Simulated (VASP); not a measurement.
# Ru (P6_3/mmc) in VASP: notebook

Ru is run at these levels: r2SCAN; tasks: single point.

All numbers are computed with VASP 6.6.1; they aren't measurements. Logs are shortened: lines on timing, memory, paths and dates and some standing lists are left out, and cuts for length are marked.

## Step 1: The cell of the first run

Symmetry: P6_3/mmc, No. 194, hexagonal system. Conventional cell: a = 2.706 Å, b = 2.706 Å, c = 4.258 Å, α = 90.00°, β = 90.00°, γ = 120.00°. Ru (site symmetry -6m2) has 12 Ru at 2.64 to 2.71 Å within 3.5 Å.

## Step 2: Single point, r2SCAN

File POSCAR:

```
Ru
1.0
    2.7059477279      0.0000000000      0.0000000000
   -1.3529738639      2.3434194737      0.0000000000
    0.0000000000      0.0000000000      4.2579056513
Ru
2
Direct
    0.3333333333      0.6666666667      0.2500000000
    0.6666666667      0.3333333333      0.7500000000
```

File INCAR.step1:

```
SYSTEM = Ru
PREC = Accurate
ENCUT = 520
ISMEAR = 1
SIGMA = 0.1
LREAL = .FALSE.
LASPH = .TRUE.
NELM = 80
NBANDS = 21
GGA = PE
ALGO = Normal
EDIFF = 1E-4
LWAVE = .TRUE.
LCHARG = .FALSE.
```

File INCAR.step2:

```
SYSTEM = Ru
PREC = Accurate
ENCUT = 520
EDIFF = 1E-7
ISMEAR = 1
SIGMA = 0.1
LREAL = .FALSE.
LASPH = .TRUE.
NELM = 80
ALGO = Normal
ISIF = 2
LWAVE = .FALSE.
LCHARG = .TRUE.
METAGGA = R2SCAN
LMIXTAU = .TRUE.
LELF = .TRUE.
LVHAR = .TRUE.
NBANDS = 21
ISTART = 1
```

File KPOINTS:

```
regular mesh
0
G
  13 13 8
  0 0 0
```

Potentials or basis: VASP PAW PBE potentials, release 64 (Ru_pv).

Run with:

```console
$ cat potpaw_PBE.64/Ru_pv/POTCAR > POTCAR
$ cp INCAR.step1 INCAR
$ mpirun -np 1 vasp_std > vasp.out
$ cp INCAR.step2 INCAR
$ mpirun -np 1 vasp_std > vasp.out
```

OUTCAR:

```text
SYSTEM = Ru
   PREC = Accurate
   ENCUT = 520
   EDIFF = 1E-7
   ISMEAR = 1
   LREAL = .FALSE.
   LASPH = .TRUE.
   NELM = 80
   ISIF = 2
   METAGGA = R2SCAN
   ISTART = 1

 ion  position               nearest neighbor table
   1  0.333  0.667  0.250-   2 2.64   2 2.64   2 2.64   2 2.64   2 2.64   2 2.64
   2  0.667  0.333  0.750-   1 2.64   1 2.64   1 2.64   1 2.64   1 2.64   1 2.64

  LATTYP: Found a hexagonal cell.
 ALAT       =     2.7059477279
 C/A-ratio  =     1.5735358105

  Lattice vectors:

 A1 = (   2.7059477279,   0.0000000000,   0.0000000000)
 A2 = (  -1.3529738639,   2.3434194737,   0.0000000000)
 A3 = (   0.0000000000,   0.0000000000,   4.2579056513)

Analysis of symmetry for initial positions (statically):
=====================================================================
 Subroutine PRICEL returns:
 Original cell was already a primitive cell.

 Routine SETGRP: Setting up the symmetry group for a
 hexagonal supercell.

 Subroutine GETGRP returns: Found 24 space group operations
 (whereof 12 operations were pure point group operations)
 out of a pool of 24 trial point group operations.

The static configuration has the point symmetry D_3d.
 The point group associated with its full space group is D_6h.

Analysis of symmetry for dynamics (positions and initial velocities):
=====================================================================
 Subroutine PRICEL returns:
 Original cell was already a primitive cell.

 Routine SETGRP: Setting up the symmetry group for a
 hexagonal supercell.

 Subroutine GETGRP returns: Found 24 space group operations
 (whereof 12 operations were pure point group operations)
 out of a pool of 24 trial point group operations.

The dynamic configuration has the point symmetry D_3d.
 The point group associated with its full space group is D_6h.

 Subroutine INISYM returns: Found 24 space group operations
 (whereof 12 operations are pure point group operations),
 and found     1 'primitive' translations

----------------------------------------------------------------------------------------

                                     Primitive cell

  volume of cell :      27.0001

  direct lattice vectors                    reciprocal lattice vectors
     2.705947728  0.000000000  0.000000000     0.369556289  0.213363423  0.000000000
    -1.352973864  2.343419474  0.000000000     0.000000000  0.426726846  0.000000000
     0.000000000  0.000000000  4.257905651     0.000000000  0.000000000  0.234857247

  length of vectors
     2.705947728  2.705947728  4.257905651     0.426726846  0.426726846  0.234857247

  position of ions in fractional coordinates (direct lattice)
     0.333333333  0.666666667  0.250000000
     0.666666667  0.333333333  0.750000000

  ion indices of the primitive-cell ions
   primitive index   ion index
                 1           1
                 2           2

----------------------------------------------------------------------------------------

 KPOINTS: regular mesh

Automatic generation of k-mesh.
 Grid dimensions read from file:
 generate k-points for:   13   13    8

 Generating k-lattice:

  Cartesian coordinates                     Fractional coordinates (reciprocal lattice)
     0.028427407  0.016412571  0.000000000     0.076923077  0.000000000  0.000000000
     0.000000000  0.032825142  0.000000000     0.000000000  0.076923077  0.000000000
     0.000000000  0.000000000  0.029357156     0.000000000  0.000000000  0.125000000

  Length of vectors
     0.032825142  0.032825142  0.029357156

  Shift w.r.t. Gamma in fractional coordinates (k-lattice)
     0.000000000  0.000000000  0.000000000

 Subroutine IBZKPT returns following result:
 ===========================================

 Found    105 irreducible k-points:

 Following reciprocal coordinates:
            Coordinates               Weight
  0.000000  0.000000  0.000000      1.000000
  0.076923  0.000000  0.000000      6.000000
  0.153846  0.000000  0.000000      6.000000
  0.230769 -0.000000  0.000000      6.000000
  0.307692  0.000000  0.000000      6.000000
  0.384615  0.000000  0.000000      6.000000
[... 16 lines left out ...]
  0.076923  0.000000  0.125000     12.000000
  0.153846  0.000000  0.125000     12.000000
 [... further k-points ...]
   k-points           NKPTS =    105   k-points in BZ     NKDIM =    105   number of bands    NBANDS=     21
   number of dos      NEDOS =    301   number of ions     NIONS =      2
   total plane-waves  NPLWV =  12800
   dimension x,y,z NGX =    20 NGY =   20 NGZ =   32
   dimension x,y,z NGXF=    40 NGYF=   40 NGZF=   64
   ions per type =               2
   NGX,Y,Z   is equivalent  to a cutoff of  12.29, 12.29, 12.49 a.u.
   NGXF,Y,Z  is equivalent  to a cutoff of  24.57, 24.57, 24.99 a.u.
 SYSTEM =  Ru
   PREC   = accura    normal or accurate (medium, high low for compatibility)
   ISTART =      1    job   : 0-new  1-cont  2-samecut
   ICHARG =      0    charge: 1-file 2-atom 10-const
   ISPIN  =      1    spin polarized calculation?
   LNONCOLLINEAR =      F non collinear calculations
   LSORBIT =      F    spin-orbit coupling
   LASPH  =      T    aspherical Exc in radial PAW
   ENCUT  =  520.0 eV  38.22 Ry    6.18 a.u.   5.03  5.03  7.92*2*pi/ulx,y,z
   NELM   =     80;   NELMIN=  2; NELMDL=  0     # of ELM steps
   EDIFF  = 0.1E-06   stopping-criterion for ELM
   LREAL  =      F    real-space projection
   EDIFFG = 0.1E-05   stopping-criterion for IOM
   NSW    =      0    number of steps for IOM
   IBRION =     -1    ionic relax: 0-MD 1-quasi-New 2-CG
   NFREE  =      0    steps in history (QN), initial steepest desc. (CG)
   ISIF   =      2    stress and relaxation
   ISYM   =      2    0-nonsym 1-usesym 2-fastsym
   POTIM  = 0.5000    time-step for ionic-motion
   TEBEG  =    0.0;   TEEND  =   0.0 temperature during run
   PSTRESS=    0.0 pullay stress
   NELECT =      28.0000    total number of electrons
   NUPDOWN=      -1.0000    fix difference up-down
   EMIN   =  10.00;   EMAX   =-10.00  energy-range for DOS
   EFERMI =   0.00;   METHOD = LEGACY
   ISMEAR =     1;   SIGMA  =   0.10  broadening in eV -4-tet -1-fermi 0-gaus
   EFERMI_NEDOS =   21; number of points for ismear=-14 and -15
   IALGO  =     38    algorithm
   IMIX   =      4    mixing-type and parameters
     AMIX     =   0.40;   BMIX     =  1.00
     AMIX_MAG =   1.60;   BMIX_MAG =  1.00
  volume/ion in A,a.u.               =      13.50        91.10
  Fermi-wavevector in a.u.,A,eV,Ry     =   1.657063  3.131395 37.359663  2.745858
  Thomas-Fermi vector in A             =   2.744880
   LORBIT       =      0    0 simple, 1 ext, 2 COOP (PROOUT), +10 PAW based schemes
   METAGGA = R2SCAN    functional components
   LHFCALC =     F    Hartree Fock is set to
   AEXX    =    0.0000 exact exchange contribution
   IVDW    =     0    specifies the selected vdW correction
   LEPSILON=     F    determine dielectric tensor
   LRPA    =     F    only Hartree local field effects (RPA)
 non-spin polarized calculation
 Methfessel and Paxton  Order N= 1 SIGMA  =   0.10
  energy-cutoff  :      520.00
  volume of cell :       27.00
 maximum number of plane-waves:       743
 NGX is ok and might be reduce to    20
   NGX =  9   NGY =  9   NGZ = 15

 number of electron      28.0000003 magnetization

 Free energy of the ion-electron system (eV)
  ---------------------------------------------------
  ext. energy  EPLUGINS =         0.00000000
  ---------------------------------------------------
  free energy    TOTEN  =       -50.85537005 eV

  energy without entropy =      -50.85641171  energy(sigma->0) =      -50.85571727

 E-fermi :  12.8864     XC(G=0): -15.4489

 val. band max:       12.8777604565   @ k =   0.2308   0.0769   0.2500
 cond. band min:      12.9137691120   @ k =   0.3077   0.1538   0.2500
 fundamental gap:      0.0360086556
 Fermi energy:        12.8863884767

 k-point     1 :       0.0000    0.0000    0.0000
  band No.  band energies     occupation
      1     -32.2876      2.00000
      2     -31.2644      2.00000
      3     -31.2644      2.00000
      4     -31.0728      2.00000
      5     -31.0728      2.00000
      6     -31.0166      2.00000
[... 13 lines left out ...]
     20      21.2334      0.00000
     21      23.8159      0.00000

 k-point     2 :       0.0769    0.0000    0.0000
  band No.  band energies     occupation
      1     -32.2654      2.00000
      2     -31.3107      2.00000
      3     -31.2802      2.00000
      4     -31.1213      2.00000
      5     -31.0790      2.00000
      6     -31.0272      2.00000
[... 13 lines left out ...]
     20      21.2334      0.00000
     21      23.7802      0.00000

 k-point     3 :       0.1538    0.0000    0.0000
  band No.  band energies     occupation
      1     -32.2013      2.00000
      2     -31.4390      2.00000
      3     -31.3226      2.00000
      4     -31.2531      2.00000
      5     -31.0970      2.00000
      6     -31.0589      2.00000
[... 13 lines left out ...]
     20      21.2334      0.00000
     21      23.6647      0.00000

 k-point     4 :       0.2308   -0.0000    0.0000
  band No.  band energies     occupation
      1     -32.1028      2.00000
      2     -31.6199      2.00000
      3     -31.4329      2.00000
      4     -31.3800      2.00000
      5     -31.1243      2.00000
      6     -31.1117      2.00000
[... 13 lines left out ...]
     20      21.2334      0.00000
     21      23.4875      0.00000

 k-point     5 :       0.3077    0.0000    0.0000
  band No.  band energies     occupation
      1     -31.9825      2.00000
      2     -31.8120      2.00000
      3     -31.6168      2.00000
      4     -31.4387      2.00000
      5     -31.1834      2.00000
      6     -31.1549      2.00000
[... 13 lines left out ...]
     20      22.1589      0.00000
     21      23.2837      0.00000
[... 382 lines left out ...]
     20      21.2340      0.00000
     21      21.2352      0.00000

 k-point    22 :       0.0000    0.0000    0.1250
  band No.  band energies     occupation
      1     -32.2418      2.00000
      2     -31.2572      2.00000
      3     -31.2572      2.00000
      4     -31.0802      2.00000
      5     -31.0802      2.00000
      6     -31.0679      2.00000
[... 13 lines left out ...]
     20      21.2334      0.00000
     21      24.6076      0.00000

 k-point    23 :       0.0769    0.0000    0.1250
  band No.  band energies     occupation
      1     -32.2219      2.00000
      2     -31.3023      2.00000
      3     -31.2726      2.00000
      4     -31.1470      2.00000
      5     -31.0867      2.00000
      6     -31.0584      2.00000
[... 13 lines left out ...]
     20      21.2333      0.00000
     21      24.5951      0.00000

 k-point    24 :       0.1538    0.0000    0.1250
  band No.  band energies     occupation
      1     -32.1656      2.00000
      2     -31.4267      2.00000
      3     -31.3141      2.00000
      4     -31.2853      2.00000
      5     -31.1057      2.00000
      6     -31.0784      2.00000
[... 13 lines left out ...]
     20      21.2334      0.00000
     21      24.5662      0.00000

 [... further k-points ...]
[... 5 lines left out ...]
  --------------------------------------------------------------------------------------
  -------------------------------------------------------------------------------------
  Total        0.2379480      0.2379480      0.1813319      0.0000000      0.0000000      0.0000000
  in kB       14.1197524     14.1197525     10.7601771      0.0000000      0.0000000      0.0000000
  external PRESSURE =      12.9998940 kB  Pullay stress =       0.0000000 kB

 VOLUME and BASIS-vectors are now :
 -----------------------------------------------------------------------------
  energy-cutoff  :      520.00
  volume of cell :       27.00
      direct lattice vectors                 reciprocal lattice vectors
     2.705947728  0.000000000  0.000000000     0.369556289  0.213363423  0.000000000
    -1.352973864  2.343419474  0.000000000     0.000000000  0.426726846  0.000000000
     0.000000000  0.000000000  4.257905651     0.000000000  0.000000000  0.234857247

 POSITION                                       TOTAL-FORCE (eV/Angst)
 -----------------------------------------------------------------------------------
     -0.00000      1.56228      1.06448         0.000000      0.000000      0.000000
      1.35297      0.78114      3.19343        -0.000000      0.000000      0.000000
 -----------------------------------------------------------------------------------
    total drift:                               -0.000000      0.000000     -0.000000

  FREE ENERGIE OF THE ION-ELECTRON SYSTEM (eV)
  ---------------------------------------------------
  free  energy   TOTEN  =       -50.8553700486 eV

  energy  without entropy=      -50.8564117096  energy(sigma->0) =      -50.85571727
```

Run time: 2.6 min. Hardware: 1 thread of Intel Xeon Platinum 8559C (Emerald Rapids), shared host; peak memory 0.17 GiB.

Results:

```yaml
Free_energy: -50.8554 eV
Pressure: 1.3 GPa
Band_gap_on_the_k_mesh: zero (bands 14 and 15 overlap by 3.25 eV)
```

Levels at points of the mesh, in eV from the Fermi level:
```csv
k point,band 11,band 12,band 13,band 14,band 15,band 16,band 17,band 18
"(0.00, 0.00, 0.00)",-2.54,-2.06,-2.06,-1.57,-1.57,1.18,1.18,1.37
"(0.00, 0.00, 0.50)",-2.98,-2.98,-2.87,-2.87,0.51,0.51,0.51,0.51
```

Caveat: the PAW data sets were made with another functional, which shifts forces and pressure a little.

## Step 3: Single point, r2SCAN, collinear spin, ferromagnetic start (14.03 Å³/atom)

This run uses another cell than the first one, of 14.03 Å³/atom.

File POSCAR:

```
Ru
1.0
    2.7417670974      0.0000000000      0.0000000000
   -1.3708835487      2.3744399576      0.0000000000
    0.0000000000      0.0000000000      4.3111689192
Ru
2
Direct
    0.3333333333      0.6666666667      0.2500000000
    0.6666666667      0.3333333333      0.7500000000
```

File INCAR.step1:

```
ALGO     = Normal         # electronic algorithm
EDIFF    = 1E-5           # SCF threshold, eV
ENCUT    = 550            # plane-wave cutoff, eV
GGA      = PE             # functional
GGA_COMPAT= F            
ISMEAR   = -1             # smearing method
ISPIN    = 2              # spin polarisation
LASPH    = T              # aspherical terms in the spheres
LCHARG   = F              # write CHGCAR
LMAXMIX  = 4              # l up to which the mixer works
LREAL    = F              # projectors in reciprocal space
LWAVE    = T              # write WAVECAR
MAGMOM   = 1 1            # initial moments
NBANDS   = 25             # bands
NELM     = 200            # most SCF steps
PREC     = Accurate       # precision mode
SIGMA    = 0.05           # smearing width, eV
```

File INCAR.step2:

```
ALGO     = Normal         # electronic algorithm
EDIFF    = 1E-6           # SCF threshold, eV
ENCUT    = 550            # plane-wave cutoff, eV
GGA_COMPAT= F            
ISIF     = 2              # what is computed and relaxed
ISMEAR   = -1             # smearing method
ISPIN    = 2              # spin polarisation
ISTART   = 1            
LASPH    = T              # aspherical terms in the spheres
LCHARG   = T              # write CHGCAR
LELF     = T              # ELF
LMAXMIX  = 4              # l up to which the mixer works
LMIXTAU  = T            
LORBIT   = 11             # projections on sites
LREAL    = F              # projectors in reciprocal space
LVHAR    = T            
LWAVE    = F              # write WAVECAR
MAGMOM   = 1 1            # initial moments
METAGGA  = R2SCAN         # meta-GGA
NBANDS   = 25             # bands
NELM     = 200            # most SCF steps
PREC     = Accurate       # precision mode
SIGMA    = 0.05           # smearing width, eV
```

File KPOINTS:

```
k-points
0
Gamma
  22 22 12
```

Potentials or basis: VASP PAW PBE potentials, release 64 (Ru_pv).

Run with:

```console
$ cat potpaw_PBE.64/Ru_pv/POTCAR > POTCAR
$ cp INCAR.step1 INCAR
$ mpirun -np 1 vasp_std > vasp.out
$ cp INCAR.step2 INCAR
$ mpirun -np 1 vasp_std > vasp.out
```

Run time: 9.8 min. Hardware: 1 thread of Intel Xeon 6975P-C (Granite Rapids), shared host; peak memory 0.45 GiB.

Results (log left out):

| Quantity | Value |
| --- | --- |
| Free energy | -50.8319 eV |
| Pressure | -10.9 GPa |
| Band gap on the k mesh | zero (filled and empty bands overlap) |
| Net moment | 0.00 μB per cell |
| Valence electrons inside the program's atomic spheres | Ru 12.61 |

Stress tensor (GPa, compression positive):
```
-10.98   0.00   0.00
  0.00 -10.98   0.00
  0.00   0.00 -10.61
```

Levels at points of the mesh, in eV from the Fermi level:
Spin up:
```
           k point  band 11  band 12  band 13  band 14  band 15  band 16  band 17  band 18
(0.00, 0.00, 0.00)    -2.34    -1.90    -1.90    -1.45    -1.45     1.16     1.16     1.38
(0.50, 0.00, 0.00)    -2.06    -1.84    -1.49     1.35     1.78     1.89     4.03     6.14
(0.00, 0.00, 0.50)    -2.77    -2.77    -2.69    -2.69     0.53     0.53     0.53     0.53
(0.50, 0.00, 0.50)    -1.08    -1.08     0.43     0.43     1.62     1.62     3.40     3.40
```
Spin down:
```csv
k point,band 11,band 12,band 13,band 14,band 15,band 16,band 17,band 18
"(0.00, 0.00, 0.00)",-2.34,-1.90,-1.90,-1.45,-1.45,1.16,1.16,1.38
"(0.50, 0.00, 0.00)",-2.06,-1.84,-1.49,1.35,1.78,1.89,4.03,6.14
"(0.00, 0.00, 0.50)",-2.77,-2.77,-2.69,-2.69,0.53,0.53,0.53,0.53
"(0.50, 0.00, 0.50)",-1.08,-1.08,0.43,0.43,1.62,1.62,3.40,3.40
```

Caveat: the cell stands under tension; an empty level that is flat over the whole mesh can mark a ghost state of the potentials, or a narrow d or f band; the PAW data sets were made with another functional, which shifts forces and pressure a little.

## Step 4: Single point, r2SCAN

File POSCAR:

```
Ru
1.0
    2.7059477279      0.0000000000      0.0000000000
   -1.3529738639      2.3434194737      0.0000000000
    0.0000000000      0.0000000000      4.2579056513
Ru
2
Direct
    0.3333333333      0.6666666667      0.2500000000
    0.6666666667      0.3333333333      0.7500000000
```

File INCAR.step1:

```
SYSTEM = Ru
PREC = Accurate
ENCUT = 620
ISMEAR = -1
SIGMA = 0.1
LREAL = .False.
LASPH = .True.
NELM = 120
NBANDS = 23
GGA = PE
ALGO = Normal
EDIFF = 1E-5
LWAVE = .True.
LCHARG = .False.
GGA_COMPAT = .False.
```

File INCAR.step2:

```
SYSTEM = Ru
PREC = Accurate
ENCUT = 620
EDIFF = 1E-6
ISMEAR = -1
SIGMA = 0.1
LREAL = .False.
LASPH = .True.
NELM = 120
ALGO = Normal
ISIF = 2
LWAVE = .False.
LCHARG = .False.
METAGGA = R2SCAN
LMIXTAU = .True.
NBANDS = 23
ISTART = 1
GGA_COMPAT = .False.
```

File KPOINTS:

```
regular mesh
0
Gamma
  13 13 8
  0 0 0
```

Potentials or basis: VASP PAW PBE potentials, release 64 (Ru_sv).

Run with:

```console
$ cat potpaw_PBE.64/Ru_sv/POTCAR > POTCAR
$ cp INCAR.step1 INCAR
$ mpirun -np 1 vasp_std > vasp.out
$ cp INCAR.step2 INCAR
$ mpirun -np 1 vasp_std > vasp.out
```

Wall time 2.5 min (1 thread of Intel Xeon Platinum 8559C (Emerald Rapids), shared host); peak memory 0.21 GiB.

It converged, with:

- Free energy: -50.9667 eV
- Pressure: 0.1 GPa
- Band gap on the k mesh: zero (bands 16 and 17 overlap by 3.25 eV)

Levels at points of the mesh, in eV from the Fermi level:
```
           k point  band 14  band 15  band 16  band 17  band 18  band 19
(0.00, 0.00, 0.00)    -2.04    -2.04    -1.55    -1.55     1.20     1.20
(0.00, 0.00, 0.50)    -2.96    -2.85    -2.85     0.53     0.53     0.53
```

Caveat: the PAW data sets were made with another functional, which shifts forces and pressure a little.

## Step 5: Overview

```tsv
potentials or basis	spin	cell	k mesh	cutoff (eV)	smearing	gap on the mesh (eV)	pressure (GPa)
VASP PAW PBE potentials, release 64 (Ru_pv)	off	a = 2.706, b = 2.706, c = 4.258 Å, angles 90.0, 90.0, 120.0°, 2 atoms	13 × 13 × 8	520	methfessel-paxton 0.1 eV	none	1.3
VASP PAW PBE potentials, release 64 (Ru_pv)	collinear, ferromagnetic start	a = 2.742, b = 2.742, c = 4.311 Å, angles 90.0, 90.0, 120.0°, 2 atoms	22 × 22 × 12	550	fermi-dirac 0.05 eV	none	-10.9
VASP PAW PBE potentials, release 64 (Ru_sv)	off	a = 2.706, b = 2.706, c = 4.258 Å, angles 90.0, 90.0, 120.0°, 2 atoms	13 × 13 × 8	620	fermi-dirac 0.1 eV	none	0.1
```

Alike in all rows: task single point; level r2SCAN.

Caveats: the PAW data sets were made with another functional, which shifts forces and pressure a little; the cell stands under tension (at least some runs); an empty level that is flat over the whole mesh can mark a ghost state of the potentials, or a narrow d or f band (at least some runs).

Total energies depend on the potentials used, so only differences within one code and one set of settings carry meaning.

The gap in the log of VASP goes by the Fermi energy; the results here count the filled bands.